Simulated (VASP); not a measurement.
# Ni (P6_3/mmc) in VASP: a series of runs

Runs on Ni. Level: PBE. Tasks: electric field gradients.

Program: VASP 6.6.1. These are calculated values, not measurements. Logs are shortened: lines on timing, memory, paths and dates and some standing lists are left out, and cuts for length are marked.

## 1. The cell of the first run

Symmetry: P6_3/mmc, No. 194, hexagonal system. Conventional cell: a = 2.464 Å, b = 2.464 Å, c = 4.051 Å, α = 90.00°, β = 90.00°, γ = 120.00°. Ni (site symmetry -6m2) has 12 Ni at 2.46 to 2.48 Å within 3.3 Å.

This isn't the form of Ni at room conditions, which is fcc.

## 2. Electric field gradients, PBE, collinear spin, ferromagnetic start (10.65 Å³/atom)

INCAR

```
SYSTEM = Ni
PREC = Accurate ; ENCUT = 520
EDIFF = 1E-8 ; ISMEAR = -1
SIGMA = 0.05 ; LREAL = .False.
LASPH = .True. ; NELM = 150
ALGO = Normal ; ISIF = 2
LWAVE = .False. ; LCHARG = .False.
ISPIN = 2 ; MAGMOM = 1.5 1.5
LORBIT = 11 ; LMAXMIX = 4
GGA = PE ; LEFG = .True.
NBANDS = 21
```

KPOINTS

```
regular mesh
0
Gamma
  15 15 8
  0 0 0
```

POSCAR

```
Ni
1.0
    2.4643512940      0.0000000000      0.0000000000
   -1.2321756470      2.1341908244      0.0000000000
    0.0000000000      0.0000000000      4.0508285257
Ni
2
Direct
    0.3333333333      0.6666666667      0.2500000000
    0.6666666667      0.3333333333      0.7500000000
```

Potentials or basis: VASP PAW PBE potentials, release 64 (Ni).

Run with:

```bash
cat potpaw_PBE.64/Ni/POTCAR > POTCAR
mpirun -np 1 vasp_std > vasp.out
```

OUTCAR:

```text
SYSTEM = Ni
   PREC = Accurate
   ENCUT = 520
   EDIFF = 1E-8
   ISMEAR = -1
   LREAL = .False.
   LASPH = .True.
   NELM = 150
   ISIF = 2
   ISPIN = 2
   LORBIT = 11
   GGA = PE

 ion  position               nearest neighbor table
   1  0.333  0.667  0.250-   2 2.48   2 2.48   2 2.48   2 2.48   2 2.48   2 2.48
   2  0.667  0.333  0.750-   1 2.48   1 2.48   1 2.48   1 2.48   1 2.48   1 2.48

  LATTYP: Found a hexagonal cell.
 ALAT       =     2.4643512940
 C/A-ratio  =     1.6437707301

  Lattice vectors:

 A1 = (   2.4643512940,   0.0000000000,   0.0000000000)
 A2 = (  -1.2321756470,   2.1341908244,   0.0000000000)
 A3 = (   0.0000000000,   0.0000000000,   4.0508285257)

Analysis of symmetry for initial positions (statically):
=====================================================================
 Subroutine PRICEL returns:
 Original cell was already a primitive cell.

 Routine SETGRP: Setting up the symmetry group for a
 hexagonal supercell.

 Subroutine GETGRP returns: Found 24 space group operations
 (whereof 12 operations were pure point group operations)
 out of a pool of 24 trial point group operations.

The static configuration has the point symmetry D_3d.
 The point group associated with its full space group is D_6h.

Analysis of symmetry for dynamics (positions and initial velocities):
=====================================================================
 Subroutine PRICEL returns:
 Original cell was already a primitive cell.

 Routine SETGRP: Setting up the symmetry group for a
 hexagonal supercell.

 Subroutine GETGRP returns: Found 24 space group operations
 (whereof 12 operations were pure point group operations)
 out of a pool of 24 trial point group operations.

The dynamic configuration has the point symmetry D_3d.
 The point group associated with its full space group is D_6h.

Analysis of structural, dynamic, and magnetic symmetry:
=====================================================================
 Subroutine PRICEL returns:
 Original cell was already a primitive cell.

 Routine SETGRP: Setting up the symmetry group for a
 hexagonal supercell.

 Subroutine GETGRP returns: Found 24 space group operations
 (whereof 12 operations were pure point group operations)
 out of a pool of 24 trial point group operations.

The overall configuration has the point symmetry D_3d.
 The point group associated with its full space group is D_6h.

 Subroutine INISYM returns: Found 24 space group operations
 (whereof 12 operations are pure point group operations),
 and found     1 'primitive' translations

----------------------------------------------------------------------------------------

                                     Primitive cell

  volume of cell :      21.3049

  direct lattice vectors                    reciprocal lattice vectors
     2.464351294  0.000000000  0.000000000     0.405786303  0.234280831  0.000000000
    -1.232175647  2.134190824  0.000000000     0.000000000  0.468561662  0.000000000
     0.000000000  0.000000000  4.050828526     0.000000000  0.000000000  0.246863078

  length of vectors
     2.464351294  2.464351294  4.050828526     0.468561662  0.468561662  0.246863078

  position of ions in fractional coordinates (direct lattice)
     0.333333333  0.666666667  0.250000000
     0.666666667  0.333333333  0.750000000

  ion indices of the primitive-cell ions
   primitive index   ion index
                 1           1
                 2           2

----------------------------------------------------------------------------------------

 KPOINTS: regular mesh

Automatic generation of k-mesh.
[... 64 lines left out ...]
   ENCUT  =  520.0 eV  38.22 Ry    6.18 a.u.   4.58  4.58  7.53*2*pi/ulx,y,z
   NELM   =    150;   NELMIN=  2; NELMDL= -5     # of ELM steps
   EDIFF  = 0.1E-07   stopping-criterion for ELM
   LREAL  =      F    real-space projection
   EDIFFG = 0.1E-06   stopping-criterion for IOM
   NSW    =      0    number of steps for IOM
   IBRION =     -1    ionic relax: 0-MD 1-quasi-New 2-CG
   NFREE  =      0    steps in history (QN), initial steepest desc. (CG)
   ISIF   =      2    stress and relaxation
   ISYM   =      2    0-nonsym 1-usesym 2-fastsym
   POTIM  = 0.5000    time-step for ionic-motion
   TEBEG  =    0.0;   TEEND  =   0.0 temperature during run
   PSTRESS=    0.0 pullay stress
   NELECT =      20.0000    total number of electrons
   NUPDOWN=      -1.0000    fix difference up-down
   EMIN   =  10.00;   EMAX   =-10.00  energy-range for DOS
   EFERMI =   0.00;   METHOD = LEGACY
   ISMEAR =    -1;   SIGMA  =   0.05  broadening in eV -4-tet -1-fermi 0-gaus
   EFERMI_NEDOS =   21; number of points for ismear=-14 and -15
   IALGO  =     38    algorithm
   IMIX   =      4    mixing-type and parameters
     AMIX     =   0.40;   BMIX     =  1.00
     AMIX_MAG =   1.60;   BMIX_MAG =  1.00
  volume/ion in A,a.u.               =      10.65        71.89
  Fermi-wavevector in a.u.,A,eV,Ry     =   1.602968  3.029171 34.960268  2.569507
  Thomas-Fermi vector in A             =   2.699705
   LORBIT       =     11    0 simple, 1 ext, 2 COOP (PROOUT), +10 PAW based schemes
   GGA     = PE    functional components
   LHFCALC =     F    Hartree Fock is set to
   AEXX    =    0.0000 exact exchange contribution
   IVDW    =     0    specifies the selected vdW correction
   LEPSILON=     F    determine dielectric tensor
   LRPA    =     F    only Hartree local field effects (RPA)
 spin polarized calculation
  energy-cutoff  :      520.00
  volume of cell :       21.30
 maximum number of plane-waves:       592
   NGX =  9   NGY =  9   NGZ = 15

 number of electron      19.9999997 magnetization       1.2864766

 Free energy of the ion-electron system (eV)
  ---------------------------------------------------
  ext. energy  EPLUGINS =         0.00000000
  ---------------------------------------------------
  free energy    TOTEN  =       -10.90098686 eV

  energy without entropy =      -10.86759452  energy(sigma->0) =      -10.88429069

 E-fermi :   9.7026     XC(G=0): -13.3798

 val. band max:        9.7008627305   @ k =   0.1333   0.1333   0.2500
 cond. band min:       9.7056960302   @ k =   0.4000   0.1333   0.1250
 fundamental gap:      0.0048332997
 Fermi energy:         9.7025614600

 spin component 1

 k-point     1 :       0.0000    0.0000    0.0000
  band No.  band energies     occupation
      1       0.5169      1.00000
      2       4.7322      1.00000
      3       7.1872      1.00000
      4       7.2962      1.00000
      5       7.2962      1.00000
      6       7.5686      1.00000
[... 565 lines left out ...]
     20      38.9326      0.00000
     21      43.4974      0.00000

 [... further k-points ...]

 spin component 2

 k-point     1 :       0.0000    0.0000    0.0000
  band No.  band energies     occupation
      1       0.4908      1.00000
      2       5.1384      1.00000
      3       7.9009      1.00000
      4       7.9822      1.00000
      5       7.9822      1.00000
      6       8.2739      1.00000
[... 565 lines left out ...]
     20      39.0129      0.00000
     21      43.4204      0.00000

 [... further k-points ...]

------------------------ aborting loop because EDIFF is reached ----------------------------------------

  FORCE on cell =-STRESS in cart. coord.  units (eV):
  Direction    XX          YY          ZZ          XY          YZ          ZX
  --------------------------------------------------------------------------------------
  -------------------------------------------------------------------------------------
  Total        0.7046466      0.7046466      0.6783215      0.0000000     -0.0000000      0.0000000
  in kB       52.9910115     52.9910115     51.0113080      0.0000000     -0.0000000      0.0000000
  external PRESSURE =      52.3311104 kB  Pullay stress =       0.0000000 kB

 VOLUME and BASIS-vectors are now :
 -----------------------------------------------------------------------------
  energy-cutoff  :      520.00
  volume of cell :       21.30
      direct lattice vectors                 reciprocal lattice vectors
     2.464351294  0.000000000  0.000000000     0.405786303  0.234280831  0.000000000
    -1.232175647  2.134190824  0.000000000     0.000000000  0.468561662  0.000000000
     0.000000000  0.000000000  4.050828526     0.000000000  0.000000000  0.246863078

 POSITION                                       TOTAL-FORCE (eV/Angst)
 -----------------------------------------------------------------------------------
     -0.00000      1.42279      1.01271         0.000000      0.000000     -0.000000
      1.23218      0.71140      3.03812        -0.000000      0.000000      0.000000
 -----------------------------------------------------------------------------------
    total drift:                               -0.000000      0.000000     -0.000000

  FREE ENERGIE OF THE ION-ELECTRON SYSTEM (eV)
  ---------------------------------------------------
  free  energy   TOTEN  =       -10.9009868599 eV

  energy  without entropy=      -10.8675945184  energy(sigma->0) =      -10.88429069

 Electric field gradients (V/A^2)
---------------------------------------------------------------------
 ion       V_xx      V_yy      V_zz      V_xy      V_xz      V_yz
---------------------------------------------------------------------
   1       1.442     1.439    -2.882    -0.002     0.000     0.000
   2       1.442     1.439    -2.882    -0.002    -0.000     0.000
---------------------------------------------------------------------

 Electric field gradients after diagonalization (V/A^2)
 (convention: |V_zz| > |V_xx| > |V_yy|)
----------------------------------------------------------------------
 ion       V_xx      V_yy      V_zz     asymmetry (V_yy - V_xx)/ V_zz
----------------------------------------------------------------------
   1       1.444     1.438    -2.882       0.002
   2       1.444     1.438    -2.882       0.002
----------------------------------------------------------------------

           NMR quadrupolar parameters

 Cq : quadrupolar parameter    Cq=e*Q*V_zz/h
 eta: asymmetry parameters     (V_yy - V_xx)/ V_zz
 Q  : nuclear electric quadrupole moment in mb (millibarn)
----------------------------------------------------------------------
 ion       Cq(MHz)       eta       Q (mb)
----------------------------------------------------------------------
   1      -0.007       0.002       1.000
   2      -0.007       0.002       1.000
----------------------------------------------------------------------

 total charge

# of ion       s       p       d       tot
------------------------------------------
    1        0.506   0.516   8.326   9.349
    2        0.506   0.516   8.326   9.349
--------------------------------------------------
tot          1.013   1.033  16.652  18.698

 magnetization (x)

# of ion       s       p       d       tot
------------------------------------------
    1       -0.004  -0.024   0.681   0.653
    2       -0.004  -0.024   0.681   0.653
--------------------------------------------------
tot         -0.009  -0.049   1.363   1.305
```

Wall time 2.6 min (1 thread of Intel Xeon 8259CL, shared host); peak memory 0.2 GiB.

What came out:

- Free energy: -10.9010 eV
- Pressure: 5.2 GPa
- Net moment: 1.29 μB per cell
- Site moments: Ni +0.65 μB
- Largest electric field gradient by atom: Ni -2.9 V/Å²
- Valence electrons inside the program's atomic spheres: Ni 9.35

Stress tensor (GPa, compression positive):
```
5.30 0.00 0.00
0.00 5.30 0.00
0.00 0.00 5.10
```

Levels at points of the mesh, in eV from the Fermi level:
Spin up:
```csv
k point,band 9,band 10,band 11,band 12,band 13,band 14
"(0.00, 0.00, 0.00)",-1.70,-0.74,-0.74,-0.43,5.70,22.82
"(0.00, 0.00, 0.50)",-1.03,-1.03,-1.03,-1.03,14.44,14.44
```
Spin down:
```tsv
k point	band 7	band 8	band 9	band 10	band 11	band 12
(0.00, 0.00, 0.00)	-1.43	-1.01	-1.01	-0.48	-0.01	-0.01
(0.00, 0.00, 0.50)	-1.77	-1.77	-0.31	-0.31	-0.31	-0.31
```

Electric field gradients, principal values (V/Å²):
```
atom  least  middle  greatest (by size)
1 Ni  1.438   1.444              -2.882
2 Ni  1.438   1.444              -2.882
```

Caveat: the cell stands under pressure; without QUAD_EFG the Cq values of the log hold for a quadrupole moment of 1 mb, not for the nuclei.

(Continued in part 2 of 2.)
